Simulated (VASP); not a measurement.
# Pb (Pm-3m) in VASP: a series of runs, part 2 of 2

VASP 6.6.1. The steps go on from the part before.

## 3. Single point, PBEsol (volume scaled by 0.88)

File INCAR:

```
PREC = Accurate
ENCUT = 520
EDIFF = 1E-6
ISMEAR = -1
SIGMA = 0.05
LREAL = False
LASPH = True
NELM = 100
ALGO = Normal
ISIF = 2
LWAVE = False
LCHARG = False
GGA = PS
NBANDS = 13
```

File KPOINTS:

```
Automatic mesh
0
Gamma
  13 13 13
```

File POSCAR:

```
Pb
1.0
    3.0483390761      0.0000000000      0.0000000000
    0.0000000000      3.0483390761      0.0000000000
    0.0000000000      0.0000000000      3.0483390761
Pb
1
Direct
    0.0000000000      0.0000000000      0.0000000000
```

Potentials or basis: VASP PAW PBE potentials, release 64 (Pb_d).

Started as:

```console
$ cat potpaw_PBE.64/Pb_d/POTCAR > POTCAR
$ mpirun -np 1 vasp_std > vasp.out
```

OUTCAR:

```text
PREC = Accurate
   ENCUT = 520
   EDIFF = 1E-6
   ISMEAR = -1
   LREAL = False
   LASPH = True
   NELM = 100
   ISIF = 2
   GGA = PS

 ion  position               nearest neighbor table
   1  0.000  0.000  0.000-

  LATTYP: Found a simple cubic cell.
 ALAT       =     3.0483390761

  Lattice vectors:

 A1 = (   3.0483390761,   0.0000000000,   0.0000000000)
 A2 = (   0.0000000000,   3.0483390761,   0.0000000000)
 A3 = (   0.0000000000,   0.0000000000,   3.0483390761)

Analysis of symmetry for initial positions (statically):
=====================================================================
 Subroutine PRICEL returns:
 Original cell was already a primitive cell.

 Routine SETGRP: Setting up the symmetry group for a
 simple cubic supercell.

 Subroutine GETGRP returns: Found 48 space group operations
[... 9 lines left out ...]

 Routine SETGRP: Setting up the symmetry group for a
 simple cubic supercell.

 Subroutine GETGRP returns: Found 48 space group operations
[... 11 lines left out ...]
                                     Primitive cell

  volume of cell :      28.3263

  direct lattice vectors                    reciprocal lattice vectors
     3.048339076  0.000000000  0.000000000     0.328047496  0.000000000  0.000000000
     0.000000000  3.048339076  0.000000000     0.000000000  0.328047496  0.000000000
     0.000000000  0.000000000  3.048339076     0.000000000  0.000000000  0.328047496

  length of vectors
     3.048339076  3.048339076  3.048339076     0.328047496  0.328047496  0.328047496

  position of ions in fractional coordinates (direct lattice)
     0.000000000  0.000000000  0.000000000

  ion indices of the primitive-cell ions
   primitive index   ion index
                 1           1

----------------------------------------------------------------------------------------

[... 86 lines left out ...]
   IALGO  =     38    algorithm
   IMIX   =      4    mixing-type and parameters
     AMIX     =   0.40;   BMIX     =  1.00
     AMIX_MAG =   1.60;   BMIX_MAG =  1.00
  volume/ion in A,a.u.               =      28.33       191.16
  Fermi-wavevector in a.u.,A,eV,Ry     =   1.294357  2.445981 22.794674  1.675361
  Thomas-Fermi vector in A             =   2.425945
   LORBIT       =      0    0 simple, 1 ext, 2 COOP (PROOUT), +10 PAW based schemes
   GGA     = PS    functional components
   LHFCALC =     F    Hartree Fock is set to
   AEXX    =    0.0000 exact exchange contribution
   IVDW    =     0    specifies the selected vdW correction
   LEPSILON=     F    determine dielectric tensor
   LRPA    =     F    only Hartree local field effects (RPA)
 non-spin polarized calculation
  energy-cutoff  :      520.00
  volume of cell :       28.33
 maximum number of plane-waves:       776
 NGX is ok and might be reduce to    24
   NGX = 11   NGY = 11   NGZ = 11

 number of electron      14.0000004 magnetization

 Free energy of the ion-electron system (eV)
  ---------------------------------------------------
  ext. energy  EPLUGINS =         0.00000000
  ---------------------------------------------------
  free energy    TOTEN  =        -3.72732394 eV

  energy without entropy =       -3.72322752  energy(sigma->0) =       -3.72527573

 E-fermi :   7.6882     XC(G=0): -10.5741

 val. band max:        7.6502304497   @ k =   0.4615   0.4615   0.3846
 cond. band min:       7.7706428780   @ k =   0.2308   0.0000   0.0000
 fundamental gap:      0.1204124284
 Fermi energy:         7.6882120147

 k-point     1 :       0.0000    0.0000    0.0000
  band No.  band energies     occupation
      1      -9.8346      2.00000
      2      -9.8346      2.00000
      3      -8.8985      2.00000
      4      -8.8985      2.00000
      5      -8.8985      2.00000
      6      -4.7397      2.00000
      7      13.2251      0.00000
      8      13.2251      0.00000
      9      13.2251      0.00000
     10      16.7005      0.00000
     11      17.9597      0.00000
     12      17.9597      0.00000
     13      26.6228      0.00000
[... 354 lines left out ...]
  band No.  band energies     occupation
      1      -9.5631      2.00000
      2      -9.3788      2.00000
      3      -9.1032      2.00000
      4      -9.0486      2.00000
      5      -8.9276      2.00000
      6      -0.8231      2.00000
      7       5.5869      2.00000
      8       8.0142      0.00294
      9      14.0731      0.00000
     10      17.5230      0.00000
     11      19.6641      0.00000
     12      21.9544      0.00000
     13      23.7374      0.00000

 [... further k-points ...]
[... 5 lines left out ...]
  --------------------------------------------------------------------------------------
  -------------------------------------------------------------------------------------
  Total        1.3270585      1.3270585      1.3270585      0.0000000      0.0000000      0.0000000
  in kB       75.0603916     75.0603916     75.0603916      0.0000000      0.0000000      0.0000000
  external PRESSURE =      75.0603916 kB  Pullay stress =       0.0000000 kB

 VOLUME and BASIS-vectors are now :
 -----------------------------------------------------------------------------
  energy-cutoff  :      520.00
  volume of cell :       28.33
      direct lattice vectors                 reciprocal lattice vectors
     3.048339076  0.000000000  0.000000000     0.328047496  0.000000000  0.000000000
     0.000000000  3.048339076  0.000000000     0.000000000  0.328047496  0.000000000
     0.000000000  0.000000000  3.048339076     0.000000000  0.000000000  0.328047496

 POSITION                                       TOTAL-FORCE (eV/Angst)
 -----------------------------------------------------------------------------------
      0.00000      0.00000      0.00000         0.000000      0.000000      0.000000
 -----------------------------------------------------------------------------------
    total drift:                                0.000000      0.000000      0.000000

  FREE ENERGIE OF THE ION-ELECTRON SYSTEM (eV)
  ---------------------------------------------------
  free  energy   TOTEN  =        -3.7273239435 eV

  energy  without entropy=       -3.7232275197  energy(sigma->0) =       -3.72527573
```

stdout:

```text
POSCAR found type information on POSCAR Pb
 POSCAR found :  1 types and       1 ions
 scaLAPACK will be used
 -----------------------------------------------------------------------------
|                                                                             |
|                                                                             |
|     You enforced a specific xc type in the INCAR file but a different       |
|     I HOPE YOU KNOW WHAT YOU ARE DOING!                                     |
|                                                                             |
 -----------------------------------------------------------------------------

 LDA part: xc-table for (Slater+PW92), standard interpolation
 POSCAR, INCAR and KPOINTS ok, starting setup
 FFT: planning ... GRIDC
 FFT: planning ... GRID_SOFT
 FFT: planning ... GRID
 WAVECAR not read
 entering main loop
```

Wall time 10 s (1 thread of AMD EPYC 9R45 (Zen 5), shared host); peak memory 0.12 GiB.

Results:

```
Free energy            : -3.7273 eV
Pressure               : 7.5 GPa
Band gap on the k mesh : zero (band 7 reaches 13.23 eV, above the bottom of band 8 at 5.56 eV)
```

Caveat: the cell differs from its parent crystal (volume scaled by 0.88); the PAW data sets were made with another functional, which shifts forces and pressure a little; spin-orbit coupling is left out, which moves the levels of the heavy elements.

## 4. Single point, PBEsol

This run uses another cell than the first one, of 32.19 Å³/atom, 1.136 times its volume.

File INCAR:

```
SYSTEM = Pb
  PREC = Accurate
  ENCUT = 520
  EDIFF = 1E-6
  ISMEAR = -1
  SIGMA = 0.05
  LREAL = .False.
  LASPH = .True.
  NELM = 80
  ALGO = Normal
  ISIF = 2
  LWAVE = .False.
  LCHARG = .True.
  GGA = PS
  LELF = .True.
  LVHAR = .True.
  NBANDS = 13
```

File KPOINTS:

```
regular mesh
0
Gamma
  13 13 13
  0 0 0
```

File POSCAR:

```
Pb
1.0
    3.1810394070      0.0000000000      0.0000000000
    0.0000000000      3.1810394070      0.0000000000
    0.0000000000      0.0000000000      3.1810394070
Pb
1
Direct
    0.0000000000      0.0000000000      0.0000000000
```

Potentials or basis: VASP PAW PBE potentials, release 64 (Pb_d).

Started as:

```console
$ cat potpaw_PBE.64/Pb_d/POTCAR > POTCAR
$ mpirun -np 1 vasp_std > vasp.out
```

OUTCAR:

```text
SYSTEM = Pb
   PREC = Accurate
   ENCUT = 520
   EDIFF = 1E-6
   ISMEAR = -1
   LREAL = .False.
   LASPH = .True.
   NELM = 80
   ISIF = 2
   GGA = PS

 ion  position               nearest neighbor table
   1  0.000  0.000  0.000-

  LATTYP: Found a simple cubic cell.
 ALAT       =     3.1810394070

  Lattice vectors:

 A1 = (   3.1810394070,   0.0000000000,   0.0000000000)
 A2 = (   0.0000000000,   3.1810394070,   0.0000000000)
 A3 = (   0.0000000000,   0.0000000000,   3.1810394070)

Analysis of symmetry for initial positions (statically):
=====================================================================
 Subroutine PRICEL returns:
 Original cell was already a primitive cell.

 Routine SETGRP: Setting up the symmetry group for a
 simple cubic supercell.

 Subroutine GETGRP returns: Found 48 space group operations
[... 9 lines left out ...]

 Routine SETGRP: Setting up the symmetry group for a
 simple cubic supercell.

 Subroutine GETGRP returns: Found 48 space group operations
[... 11 lines left out ...]
                                     Primitive cell

  volume of cell :      32.1890

[... 135 lines left out ...]

 val. band max:        6.2094628101   @ k =   0.4615   0.4615   0.3846
 cond. band min:       6.3153942580   @ k =   0.2308   0.0000   0.0000
 fundamental gap:      0.1059314479
 Fermi energy:         6.2290720162

 k-point     1 :       0.0000    0.0000    0.0000
  band No.  band energies     occupation
      1     -10.9919      2.00000
      2     -10.9919      2.00000
      3     -10.3301      2.00000
      4     -10.3301      2.00000
      5     -10.3301      2.00000
      6      -5.2949      2.00000
      7      11.3077      0.00000
      8      11.3077      0.00000
      9      11.3077      0.00000
     10      14.3080      0.00000
     11      15.7614      0.00000
     12      15.7614      0.00000
     13      24.4803      0.00000
[... 354 lines left out ...]
  band No.  band energies     occupation
      1     -10.7903      2.00000
      2     -10.6561      2.00000
      3     -10.4724      2.00000
      4     -10.4346      2.00000
      5     -10.3383      2.00000
      6      -1.9860      2.00000
      7       4.3986      2.00000
      8       6.4635      0.01823
      9      12.3723      0.00000
     10      14.8816      0.00000
     11      17.6304      0.00000
     12      19.8742      0.00000
     13      21.3509      0.00000

 [... further k-points ...]
[... 5 lines left out ...]
  --------------------------------------------------------------------------------------
  -------------------------------------------------------------------------------------
  Total       -0.0110244     -0.0110244     -0.0110244      0.0000000     -0.0000000     -0.0000000
  in kB       -0.5487284     -0.5487284     -0.5487284      0.0000000     -0.0000000     -0.0000000
  external PRESSURE =      -0.5487284 kB  Pullay stress =       0.0000000 kB

 VOLUME and BASIS-vectors are now :
 -----------------------------------------------------------------------------
  energy-cutoff  :      520.00
  volume of cell :       32.19
      direct lattice vectors                 reciprocal lattice vectors
     3.181039407  0.000000000  0.000000000     0.314362657  0.000000000  0.000000000
     0.000000000  3.181039407  0.000000000     0.000000000  0.314362657  0.000000000
     0.000000000  0.000000000  3.181039407     0.000000000  0.000000000  0.314362657

 POSITION                                       TOTAL-FORCE (eV/Angst)
 -----------------------------------------------------------------------------------
      0.00000      0.00000      0.00000         0.000000      0.000000      0.000000
 -----------------------------------------------------------------------------------
    total drift:                                0.000000     -0.000000     -0.000000

  FREE ENERGIE OF THE ION-ELECTRON SYSTEM (eV)
  ---------------------------------------------------
  free  energy   TOTEN  =        -3.8084274427 eV

  energy  without entropy=       -3.8034227719  energy(sigma->0) =       -3.80592511
```

OSZICAR:

```text
N       E                     dE             d eps       ncg     rms          rms(c)
DAV:   1     0.110184918850E+03    0.11018E+03   -0.70241E+03  2224   0.123E+03
DAV:   2     0.154633179056E+01   -0.10864E+03   -0.10546E+03  2294   0.312E+02
DAV:   3    -0.369069707223E+01   -0.52370E+01   -0.52172E+01  2704   0.750E+01
DAV:   4    -0.381873894769E+01   -0.12804E+00   -0.12802E+00  2586   0.126E+01
DAV:   5    -0.382475354354E+01   -0.60146E-02   -0.60144E-02  3065   0.253E+00    0.784E-01
DAV:   6    -0.381148511873E+01    0.13268E-01   -0.19874E-02  2722   0.255E+00    0.398E-01
DAV:   7    -0.380855602937E+01    0.29291E-02   -0.84493E-03  2799   0.158E+00    0.116E-01
DAV:   8    -0.380843280245E+01    0.12323E-03   -0.57395E-04  2917   0.389E-01    0.111E-02
DAV:   9    -0.380842864494E+01    0.41575E-05   -0.16261E-05  2932   0.687E-02    0.584E-03
DAV:  10    -0.380842730921E+01    0.13357E-05   -0.12110E-06  2107   0.111E-02    0.621E-04
DAV:  11    -0.380842744270E+01   -0.13349E-06   -0.14279E-07  1392   0.609E-03
   1 F= -.38084274E+01 E0= -.38059251E+01  d E =-.500467E-02
```

Run time: 11 s. Hardware: 1 thread of AMD EPYC 9R45 (Zen 5), shared host; peak memory 0.13 GiB.

What came out:

```
Free energy            : -3.8084 eV
Pressure               : -0.1 GPa
Band gap on the k mesh : zero (band 7 reaches 11.31 eV, above the bottom of band 8 at 4.40 eV)
```

Caveat: the PAW data sets were made with another functional, which shifts forces and pressure a little; spin-orbit coupling is left out, which moves the levels of the heavy elements.
